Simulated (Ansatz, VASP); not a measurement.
WSe2 in VASP and in Ansatz

File INCAR:

```
  PREC = Accurate
  ENCUT = 520
  EDIFF = 1E-7
  ISMEAR = 0
  SIGMA = 0.05
  LREAL = F
  LASPH = T
  NELM = 80
  ALGO = Normal
  ISIF = 2
  LWAVE = F
  LCHARG = T
  GGA = PE
  IVDW = 12
  LELF = T
  LVHAR = T
  NBANDS = 35
```

File KPOINTS:

```
regular mesh
0
Gamma
  9 9 2
```

POSCAR

```
WSe2
1.0
    3.2790216039      0.0000000000      0.0000000000
   -1.6395108019      2.8397160085      0.0000000000
    0.0000000000      0.0000000000     12.7878979243
W Se
2 4
Direct
    0.2479420082      0.6666666667      0.2500000000
    0.6666666667      0.3333333333      0.7500000000
    0.3333333333      0.6666666667      0.6182859564
    0.6666666667      0.3333333333      0.1182859564
    0.3333333333      0.6666666667      0.8817140436
    0.6666666667      0.3333333333      0.3817140436
```

Input for Ansatz:

```yaml
crystal:
  lattice:
    - [3.2790216039, 0.0, 0.0]
    - [-1.6395108019, 2.8397160085, 0.0]
    - [0.0, 0.0, 12.7878979243]
  atoms:
    - { symbol: W, position: [0.2479420082, 0.6666666667, 0.25] }
    - { symbol: W, position: [0.6666666667, 0.3333333333, 0.75] }
    - { symbol: Se, position: [0.3333333333, 0.6666666667, 0.6182859564] }
    - { symbol: Se, position: [0.6666666667, 0.3333333333, 0.1182859564] }
    - { symbol: Se, position: [0.3333333333, 0.6666666667, 0.8817140436] }
    - { symbol: Se, position: [0.6666666667, 0.3333333333, 0.3817140436] }
basis:
  ecutwfc: 420
kpoints:
  mp_grid: { grid: [9, 9, 2] }
hamiltonian:
  xc: pbe
  pseudopotentials: { kind: paw, azcp: { folder: soft_1 } }
  dispersion: d3bj
scf:
  occupations: { method: gaussian, width: 0.05 }
output:
  forces: true
  stress: true
  eigenvalues: true
```

Alike in both runs: task single point; functional PBE; dispersion D3(BJ); k mesh 9 × 9 × 2; occupations gaussian, width 0.05 eV; no spin polarisation.

|  | VASP | Ansatz |
| --- | --- | --- |
| version | VASP 6.6.1 | Ansatz 0.2.0 |
| potentials or method | VASP PAW PBE potentials, release 64 (W_sv, Se), cutoff 520 eV | scalar-relativistic, plane waves, PAW |
| valence electrons in the cell | 52 | 92 |

|  | VASP | Ansatz | Ansatz less VASP |
| --- | --- | --- | --- |
| gap on the k mesh at the Fermi level (eV) | 0.97 | 0.97 | +0.006 |
| least direct gap on the mesh (eV) | 1.40 | 1.40 | +0.006 |
| pressure (GPa) | 2.5 | 2.1 | -0.34 |
| traceless stress, the component that is largest in VASP (GPa) | 2.93 | 2.88 | -0.043 |
| rms of the force components (eV/Å) | 1.454 | 1.446 | -0.0081 |

Atom by atom the forces differ by 0.024 eV/Å (rms over components). VASP's potentials hold 52 valence electrons a cell and Ansatz's 92, so a difference there can come from the potentials and not from the codes.

Neither program's run includes spin-orbit coupling.
